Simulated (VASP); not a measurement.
# AlIn2N3 (Cmc2_1) in VASP: a series of runs

Runs on AlIn2N3. Level: PBE. Tasks: single point, relaxation of cell and atoms.

Program: VASP 6.6.1. These are calculated values, not measurements. Logs are shortened: lines on timing, memory, paths and dates and some standing lists are left out, and cuts for length are marked.

**1. The cell of the first run**

Symmetry: Cmc2_1, No. 36, orthorhombic system. Conventional cell: a = 10.136 Å, b = 5.834 Å, c = 5.418 Å, α = 90.00°, β = 90.00°, γ = 90.00°. Al (site symmetry m) has 4 N at 1.88 to 1.89 Å within 2.5 Å. Within 2.8 Å of In (site symmetry 1) lie 4 N at 2.15 to 2.16 Å. N (site symmetry 1) has 1 Al at 1.88 Å and 3 In at 2.15 to 2.16 Å within 2.5 Å. N (site symmetry m) has 2 Al at 1.88 to 1.89 Å and 2 In at 2.15 Å within 2.5 Å.

**2. Single point, PBE (equal strain along all axes, cell held: -1.5 %, then relaxed in part)**

INCAR reads:

```
SYSTEM = AlIn2N3
ALGO     = Normal         ! electronic algorithm
EDIFF    = 1E-7           ! SCF threshold, eV
ENCUT    = 520            ! plane-wave cutoff, eV
GGA      = PE             ! functional
ISIF     = 2              ! what is computed and relaxed
ISMEAR   = 0              ! smearing method
LASPH    = .TRUE.         ! aspherical terms in the spheres
LCHARG   = .FALSE.        ! write CHGCAR
LREAL    = .FALSE.        ! projectors in reciprocal space
LWAVE    = .FALSE.        ! write WAVECAR
NBANDS   = 56             ! bands
NELM     = 60             ! most SCF steps
PREC     = Accurate       ! precision mode
SIGMA    = 0.02           ! smearing width, eV
```

KPOINTS reads:

```
k-points
0
G
  6 6 6
  0 0 0
```

POSCAR reads:

```
AlIn2N3
1.0
    5.0681513077     -2.9169635059      0.0000000000
    5.0681513077      2.9169635059      0.0000000000
    0.0000000000      0.0000000000      5.4177098773
Al In N
2 4 6
Direct
    0.3406891258      0.6593108742      0.9891877879
    0.6593108742      0.3406891258      0.4891877879
    0.9874071606      0.3360504033      0.9871041193
    0.6639495967      0.0125928394      0.9871041193
    0.0125928394      0.6639495967      0.4871041193
    0.3360504033      0.9874071606      0.4871041193
    0.9699099191      0.3323569371      0.3857657678
    0.6676430629      0.0300900809      0.3857657678
    0.0300900809      0.6676430629      0.8857657678
    0.3323569371      0.9699099191      0.8857657678
    0.3689646566      0.6310353434      0.3370724377
    0.6310353434      0.3689646566      0.8370724377
```

Potentials or basis: VASP PAW PBE potentials, release 64 (Al, In_d, N).

Run with:

```console
$ cat potpaw_PBE.64/Al/POTCAR potpaw_PBE.64/In_d/POTCAR potpaw_PBE.64/N/POTCAR > POTCAR
$ mpirun -np 1 vasp_std > vasp.out
```

OUTCAR:

```text
SYSTEM = AlIn2N3
   EDIFF = 1E-7
   ENCUT = 520
   GGA = PE
   ISIF = 2
   ISMEAR = 0
   LASPH = .TRUE.
   LREAL = .FALSE.
   NELM = 60
   PREC = Accurate

 ion  position               nearest neighbor table
   1  0.341  0.659  0.989-   9 1.88  10 1.88  12 1.88  11 1.89   3 3.27   4 3.27   2 3.29   2 3.29
                             5 3.30   6 3.30   6 3.32   5 3.32   3 3.42   4 3.42   4 3.43   3 3.43
   2  0.659  0.341  0.489-   7 1.88   8 1.88  11 1.88  12 1.89   6 3.27   5 3.27   1 3.29   1 3.29
                             3 3.30   4 3.30   4 3.32   3 3.32   5 3.42   6 3.42   6 3.43   5 3.43
   3  0.987  0.336  0.987-   9 2.15  10 2.15  12 2.15   7 2.16   1 3.27   4 3.28   2 3.30   2 3.32
                             5 3.36   5 3.36   6 3.39   6 3.39   4 3.42   4 3.42   1 3.42   1 3.43
   4  0.664  0.013  0.987-  10 2.15   9 2.15  12 2.15   8 2.16   1 3.27   3 3.28   2 3.30   2 3.32
                             6 3.36   6 3.36   5 3.39   5 3.39   3 3.42   3 3.42   1 3.42   1 3.43
   5  0.013  0.664  0.487-   7 2.15   8 2.15  11 2.15   9 2.16   2 3.27   6 3.28   1 3.30   1 3.32
                             3 3.36   3 3.36   4 3.39   4 3.39   6 3.42   6 3.42   2 3.42   2 3.43
   6  0.336  0.987  0.487-   8 2.15   7 2.15  11 2.15  10 2.16   2 3.27   5 3.28   1 3.30   1 3.32
                             4 3.36   4 3.36   3 3.39   3 3.39   5 3.42   5 3.42   2 3.42   2 3.43
   7  0.970  0.332  0.386-   2 1.88   5 2.15   6 2.15   3 2.16
   8  0.668  0.030  0.386-   2 1.88   6 2.15   5 2.15   4 2.16
   9  0.030  0.668  0.886-   1 1.88   3 2.15   4 2.15   5 2.16
  10  0.332  0.970  0.886-   1 1.88   4 2.15   3 2.15   6 2.16
  11  0.369  0.631  0.337-   2 1.88   1 1.89   5 2.15   6 2.15
  12  0.631  0.369  0.837-   1 1.88   2 1.89   3 2.15   4 2.15

  LATTYP: Found a base centered orthorhombic cell.
 ALAT       =     5.8339270118
 B/A-ratio  =     1.7374750481
 C/A-ratio  =     0.9286557522

  Lattice vectors:

 A1 = (  -5.0681513077,  -2.9169635059,   0.0000000000)
 A2 = (   5.0681513077,  -2.9169635059,   0.0000000000)
 A3 = (   0.0000000000,   0.0000000000,   5.4177098773)

Analysis of symmetry for initial positions (statically):
=====================================================================
 Subroutine PRICEL returns:
 Original cell was already a primitive cell.

 Routine SETGRP: Setting up the symmetry group for a
 base centered orthorhombic supercell.

 Subroutine GETGRP returns: Found  4 space group operations
 (whereof  2 operations were pure point group operations)
 out of a pool of  8 trial point group operations.

The static configuration has the point symmetry C_1h.
 The point group associated with its full space group is C_2v.

Analysis of symmetry for dynamics (positions and initial velocities):
=====================================================================
 Subroutine PRICEL returns:
 Original cell was already a primitive cell.

 Routine SETGRP: Setting up the symmetry group for a
 base centered orthorhombic supercell.

 Subroutine GETGRP returns: Found  4 space group operations
 (whereof  2 operations were pure point group operations)
 out of a pool of  8 trial point group operations.

The dynamic configuration has the point symmetry C_1h.
 The point group associated with its full space group is C_2v.

 Subroutine INISYM returns: Found  4 space group operations
 (whereof  2 operations are pure point group operations),
 and found     1 'primitive' translations

----------------------------------------------------------------------------------------

                                     Primitive cell

  volume of cell :     160.1866

  direct lattice vectors                    reciprocal lattice vectors
     5.068151308 -2.916963506  0.000000000     0.098655302 -0.171411126  0.000000000
     5.068151308  2.916963506  0.000000000     0.098655302  0.171411126  0.000000000
     0.000000000  0.000000000  5.417709877     0.000000000  0.000000000  0.184579836

  length of vectors
     5.847634887  5.847634887  5.417709877     0.197774222  0.197774222  0.184579836

  position of ions in fractional coordinates (direct lattice)
     0.340689126  0.659310874  0.989187788
     0.659310874  0.340689126  0.489187788
     0.987407161  0.336050403  0.987104119
     0.663949597  0.012592839  0.987104119
     0.012592839  0.663949597  0.487104119
     0.336050403  0.987407161  0.487104119
     0.969909919  0.332356937  0.385765768
     0.667643063  0.030090081  0.385765768
     0.030090081  0.667643063  0.885765768
     0.332356937  0.969909919  0.885765768
     0.368964657  0.631035343  0.337072438
     0.631035343  0.368964657  0.837072438

  ion indices of the primitive-cell ions
   primitive index   ion index
                 1           1
                 2           2
                 3           3
                 4           4
                 5           5
                 6           6
                 7           7
                 8           8
                 9           9
                10          10
                11          11
                12          12

----------------------------------------------------------------------------------------

 KPOINTS: k-points

Automatic generation of k-mesh.
 Grid dimensions read from file:
 generate k-points for:    6    6    6

 Generating k-lattice:

  Cartesian coordinates                     Fractional coordinates (reciprocal lattice)
     0.016442550 -0.028568521  0.000000000     0.166666667  0.000000000  0.000000000
     0.016442550  0.028568521  0.000000000     0.000000000  0.166666667  0.000000000
     0.000000000  0.000000000  0.030763306     0.000000000  0.000000000  0.166666667

  Length of vectors
     0.032962370  0.032962370  0.030763306

  Shift w.r.t. Gamma in fractional coordinates (k-lattice)
     0.000000000  0.000000000  0.000000000

 Subroutine IBZKPT returns following result:
 ===========================================

 Found     52 irreducible k-points:

 Following reciprocal coordinates:
            Coordinates               Weight
  0.000000  0.000000  0.000000      1.000000
  0.166667  0.000000  0.000000      4.000000
  0.333333  0.000000  0.000000      4.000000
  0.500000  0.000000  0.000000      2.000000
  0.166667  0.166667  0.000000      2.000000
  0.333333  0.166667  0.000000      4.000000
[... 16 lines left out ...]
  0.333333  0.333333  0.166667      4.000000
  0.500000  0.333333  0.166667      8.000000
 [... further k-points ...]
   k-points           NKPTS =     52   k-points in BZ     NKDIM =     52   number of bands    NBANDS=     56
   number of dos      NEDOS =    301   number of ions     NIONS =     12
   total plane-waves  NPLWV =  92160
   dimension x,y,z NGX =    48 NGY =   48 NGZ =   40
   dimension x,y,z NGXF=    96 NGYF=   96 NGZF=   80
   ions per type =               2   4   6
   NGX,Y,Z   is equivalent  to a cutoff of  13.65, 13.65, 12.27 a.u.
   NGXF,Y,Z  is equivalent  to a cutoff of  27.29, 27.29, 24.55 a.u.
 SYSTEM =  AlIn2N3
   PREC   = accura    normal or accurate (medium, high low for compatibility)
   ISTART =      0    job   : 0-new  1-cont  2-samecut
   ICHARG =      2    charge: 1-file 2-atom 10-const
   ISPIN  =      1    spin polarized calculation?
   LNONCOLLINEAR =      F non collinear calculations
   LSORBIT =      F    spin-orbit coupling
   LASPH  =      T    aspherical Exc in radial PAW
   ENCUT  =  520.0 eV  38.22 Ry    6.18 a.u.  10.87 10.87 10.07*2*pi/ulx,y,z
   NELM   =     60;   NELMIN=  2; NELMDL= -5     # of ELM steps
   EDIFF  = 0.1E-06   stopping-criterion for ELM
   LREAL  =      F    real-space projection
   EDIFFG = 0.1E-05   stopping-criterion for IOM
   NSW    =      0    number of steps for IOM
   IBRION =     -1    ionic relax: 0-MD 1-quasi-New 2-CG
   NFREE  =      0    steps in history (QN), initial steepest desc. (CG)
   ISIF   =      2    stress and relaxation
   ISYM   =      2    0-nonsym 1-usesym 2-fastsym
   POTIM  = 0.5000    time-step for ionic-motion
   TEBEG  =    0.0;   TEEND  =   0.0 temperature during run
   PSTRESS=    0.0 pullay stress
   NELECT =      88.0000    total number of electrons
   NUPDOWN=      -1.0000    fix difference up-down
   EMIN   =  10.00;   EMAX   =-10.00  energy-range for DOS
   EFERMI =   0.00;   METHOD = LEGACY
   ISMEAR =     0;   SIGMA  =   0.02  broadening in eV -4-tet -1-fermi 0-gaus
   EFERMI_NEDOS =   21; number of points for ismear=-14 and -15
   IALGO  =     38    algorithm
   IMIX   =      4    mixing-type and parameters
     AMIX     =   0.40;   BMIX     =  1.00
     AMIX_MAG =   1.60;   BMIX_MAG =  1.00
  volume/ion in A,a.u.               =      13.35        90.08
  Fermi-wavevector in a.u.,A,eV,Ry     =   1.340789  2.533723 24.459382  1.797714
  Thomas-Fermi vector in A             =   2.469074
   LORBIT       =      0    0 simple, 1 ext, 2 COOP (PROOUT), +10 PAW based schemes
   GGA     = PE    functional components
   LHFCALC =     F    Hartree Fock is set to
   AEXX    =    0.0000 exact exchange contribution
   IVDW    =     0    specifies the selected vdW correction
   LEPSILON=     F    determine dielectric tensor
   LRPA    =     F    only Hartree local field effects (RPA)
 non-spin polarized calculation
 Gauss-broadening in eV      SIGMA  =   0.02
  energy-cutoff  :      520.00
  volume of cell :      160.19
 maximum number of plane-waves:      4352
 NGX is ok and might be reduce to    48
   NGX = 21   NGY = 21   NGZ = 21

 number of electron      87.9999992 magnetization

 Free energy of the ion-electron system (eV)
  ---------------------------------------------------
  ext. energy  EPLUGINS =         0.00000000
  ---------------------------------------------------
  free energy    TOTEN  =       -72.24341058 eV

  energy without entropy =      -72.24341058  energy(sigma->0) =      -72.24341058

 E-fermi :   6.7415     XC(G=0): -10.9600

 val. band max:        6.6498485256   @ k =   0.0000   0.0000   0.0000
 cond. band min:       7.7204622081   @ k =   0.0000   0.0000   0.0000
 fundamental gap:      1.0706136825
 Fermi energy:         6.7415477983

 k-point     1 :       0.0000    0.0000    0.0000
  band No.  band energies     occupation
      1      -8.1367      2.00000
      2      -7.9850      2.00000
      3      -7.7828      2.00000
      4      -7.7745      2.00000
      5      -7.6069      2.00000
      6      -7.4324      2.00000
[... 48 lines left out ...]
     55      15.3325      0.00000
     56      16.0901      0.00000

 k-point     2 :       0.1667    0.0000    0.0000
  band No.  band energies     occupation
      1      -8.1250      2.00000
      2      -7.9520      2.00000
      3      -7.7939      2.00000
      4      -7.7404      2.00000
      5      -7.6191      2.00000
      6      -7.4240      2.00000
[... 48 lines left out ...]
     55      15.2926      0.00000
     56      15.8167      0.00000
[... 1237 lines left out ...]
     55      15.1705      0.00000
     56      15.3700      0.00000

 k-point    24 :       0.5000    0.3333    0.1667
  band No.  band energies     occupation
      1      -8.0889      2.00000
      2      -7.9213      2.00000
      3      -7.7715      2.00000
      4      -7.6082      2.00000
      5      -7.5265      2.00000
      6      -7.4483      2.00000
[... 48 lines left out ...]
     55      15.1348      0.00000
     56      15.4488      0.00000

 [... further k-points ...]

------------------------ aborting loop because EDIFF is reached ----------------------------------------

  FORCE on cell =-STRESS in cart. coord.  units (eV):
  Direction    XX          YY          ZZ          XY          YZ          ZX
  --------------------------------------------------------------------------------------
  -------------------------------------------------------------------------------------
  Total        7.4565963      7.3756434      7.1011704      0.0000000      0.0000000      0.0000000
  in kB       74.5804338     73.7707483     71.0254847      0.0000000      0.0000000      0.0000000
  external PRESSURE =      73.1255556 kB  Pullay stress =       0.0000000 kB

 VOLUME and BASIS-vectors are now :
 -----------------------------------------------------------------------------
  energy-cutoff  :      520.00
  volume of cell :      160.19
      direct lattice vectors                 reciprocal lattice vectors
     5.068151308 -2.916963506  0.000000000     0.098655302 -0.171411126  0.000000000
     5.068151308  2.916963506  0.000000000     0.098655302  0.171411126  0.000000000
     0.000000000  0.000000000  5.417709877     0.000000000  0.000000000  0.184579836

 POSITION                                       TOTAL-FORCE (eV/Angst)
 -----------------------------------------------------------------------------------
      5.06815      0.92941      5.35913        -0.000000      0.002065      0.006440
      5.06815     -0.92941      2.65028        -0.000000     -0.002065      0.006440
      6.70748     -1.89998      5.34784         0.001285     -0.001934     -0.003713
      3.42882     -1.89998      5.34784        -0.001285     -0.001934     -0.003713
      3.42882      1.89998      2.63899        -0.001285      0.001934     -0.003713
      6.70748      1.89998      2.63899         0.001285      0.001934     -0.003713
      6.60009     -1.85972      2.08997        -0.029013      0.017232      0.014864
      3.53622     -1.85972      2.08997         0.029013      0.017232      0.014864
      3.53622      1.85972      4.79882         0.029013     -0.017232      0.014864
      6.60009      1.85972      4.79882        -0.029013     -0.017232      0.014864
      5.06815      0.76445      1.82616        -0.000000     -0.029605     -0.028743
      5.06815     -0.76445      4.53502        -0.000000      0.029605     -0.028743
 -----------------------------------------------------------------------------------
    total drift:                               -0.000000      0.000000     -0.000122

  FREE ENERGIE OF THE ION-ELECTRON SYSTEM (eV)
  ---------------------------------------------------
  free  energy   TOTEN  =       -72.2434105836 eV

  energy  without entropy=      -72.2434105836  energy(sigma->0) =      -72.24341058
```

Wall time 17 min (1 thread of Intel Xeon 8259CL, shared host); peak memory 0.53 GiB.

Results:

```yaml
Free_energy: -72.2434 eV
Pressure: 7.3 GPa
Largest_force: 0.041 eV/Å
Band_gap_on_the_k_mesh: 1.07 eV
```

Forces on the atoms (eV/Å):
```
Al   0.000  0.002  0.006
Al   0.000 -0.002  0.006
In   0.001 -0.002 -0.004
In  -0.001 -0.002 -0.004
In  -0.001  0.002 -0.004
In   0.001  0.002 -0.004
N   -0.029  0.017  0.015
N    0.029  0.017  0.015
N    0.029 -0.017  0.015
N   -0.029 -0.017  0.015
N    0.000 -0.030 -0.029
N    0.000  0.030 -0.029
```

Stress tensor (GPa, compression positive):
```
7.46 0.00 0.00
0.00 7.38 0.00
0.00 0.00 7.10
```

Caveat: the cell differs from its parent crystal (equal strain along all axes, cell held: -1.5 %, then relaxed in part); the cell stands under pressure; spin-orbit coupling is left out, which moves the levels of the heavy elements.

**3. Relaxation of cell and atoms, PBE, target pressure 12 GPa, at which the enthalpy is minimised**

This run uses another cell than the first one, of 12.98 Å³/atom.

INCAR reads:

```
PREC = Accurate ; ENCUT = 600
EDIFF = 1E-7 ; ISMEAR = 0
SIGMA = 0.02 ; LREAL = F
LASPH = T ; NELM = 80
ALGO = Normal ; ISIF = 3
LWAVE = F ; LCHARG = F
GGA = PE ; IBRION = 2
NSW = 70 ; EDIFFG = -0.008
PSTRESS = 120.0 ; KPAR = 4
```

KPOINTS reads:

```
Automatic mesh
0
Gamma
  6 6 6
```

POSCAR reads:

```
AlIn2N3
1.0
    5.0238997823     -2.8904859047      0.0000000000
    5.0238997823      2.8904859047      0.0000000000
    0.0000000000      0.0000000000      5.3645343954
Al In N
2 4 6
Direct
    0.3408745604      0.6591254396      0.9891935343
    0.6591254396      0.3408745604      0.4891935343
    0.9878418897      0.3357849931      0.9870293872
    0.6642150069      0.0121581103      0.9870293872
    0.0121581103      0.6642150069      0.4870293872
    0.3357849931      0.9878418897      0.4870293872
    0.9695550362      0.3326453002      0.3856770139
    0.6673546998      0.0304449638      0.3856770139
    0.0304449638      0.6673546998      0.8856770139
    0.3326453002      0.9695550362      0.8856770139
    0.3686279634      0.6313720366      0.3373936636
    0.6313720366      0.3686279634      0.8373936636
```

Potentials or basis: VASP PAW PBE potentials, release 64 (Al, In_d, N).

Run with:

```console
$ cat potpaw_PBE.64/Al/POTCAR potpaw_PBE.64/In_d/POTCAR potpaw_PBE.64/N/POTCAR > POTCAR
$ mpirun -np 4 vasp_std > vasp.out
```

It took 29 min on 4 MPI ranks of Oxide Virtual Turin-like, shared host; peak memory 0.6 GiB.

The run converged. Its results:

- Free energy: -72.0046 eV
- Relaxed volume: 13.01 Å³/atom
- Relaxed cell: a = 5.806 Å, b = 5.806 Å, c = 5.360 Å, α = 90.00°, β = 90.00°, γ = 59.79°
- Space group after relaxing (to 0.1 Å): Cmc2_1 (No. 36)
- Energy change on relaxing (the run minimises the enthalpy): -2.1 meV/atom
- Ionic steps: 10
- Pressure after relaxing: 12.0 GPa
- Largest force after relaxing: 0.008 eV/Å
- Band gap on the k mesh: 1.19 eV

Forces on the atoms (eV/Å):
```
Al   0.000 -0.002  0.004
Al   0.000  0.002  0.004
In  -0.001  0.007  0.003
In   0.001  0.007  0.003
In   0.001 -0.007  0.003
In  -0.001 -0.007  0.003
N   -0.003 -0.002 -0.004
N    0.003 -0.002 -0.004
N    0.003  0.002 -0.004
N   -0.003  0.002 -0.004
N    0.000 -0.004 -0.002
N    0.000  0.004 -0.002
```

Step by step:
```tsv
step	energy change (eV)	largest force (eV/Å)	pressure (GPa)	volume (Å³)
1	0.0000	0.0682	12.42	155.80
2	-0.0585	0.0325	11.44	156.58
3	-0.0343	0.0327	11.85	156.25
4	-0.0268	0.0152	11.97	156.14
5	-0.0232	0.0193	12.03	156.09
6	-0.0247	0.0173	12.00	156.11
7	-0.0258	0.0220	11.98	156.13
8	-0.0233	0.0103	12.01	156.09
9	-0.0232	0.0110	12.02	156.09
10	-0.0248	0.0080	11.99	156.11
```

Final structure:
```
Al In N
1.0
     5.03312   -2.89356    0.00000
     5.03312    2.89356    0.00000
     0.00000    0.00000    5.35960
Al In N
2 4 6
Cartesian
  5.0331 0.9229 5.3012
  5.0331 -0.9229 2.6214
  6.6599 -1.8828 5.2868
  3.4063 -1.8828 5.2868
  3.4063 1.8828 2.6070
  6.6599 1.8828 2.6070
  6.5537 -1.8444 2.0719
  3.5125 -1.8444 2.0719
  3.5125 1.8444 4.7517
  6.5537 1.8444 4.7517
  5.0331 0.7553 1.8059
  5.0331 -0.7553 4.4857
```

Levels at points of the mesh, in eV from the valence-band top:
| k point | band 41 | band 42 | band 43 | band 44 | band 45 | band 46 | band 47 | band 48 |
| --- | --- | --- | --- | --- | --- | --- | --- | --- |
| (0.00, 0.00, 0.00) | -0.64 | -0.06 | -0.02 | 0.00 | 1.19 | 3.80 | 5.09 | 5.43 |
| (0.50, 0.00, 0.00) | -0.81 | -0.68 | -0.67 | -0.44 | 3.85 | 3.91 | 5.01 | 5.13 |
| (0.50, 0.50, 0.00) | -0.82 | -0.77 | -0.54 | -0.41 | 3.84 | 3.96 | 4.59 | 5.48 |
| (0.00, 0.00, 0.50) | -0.35 | -0.35 | -0.24 | -0.24 | 3.48 | 3.48 | 6.23 | 6.23 |
| (0.50, 0.00, 0.50) | -1.01 | -1.01 | -0.94 | -0.94 | 4.20 | 4.20 | 4.72 | 4.72 |
| (0.50, 0.50, 0.50) | -1.05 | -1.05 | -0.75 | -0.75 | 4.23 | 4.23 | 4.81 | 4.81 |

Caveat: the cell is relaxed towards a set pressure, so the run minimises the enthalpy, not the energy; spin-orbit coupling is left out, which moves the levels of the heavy elements.
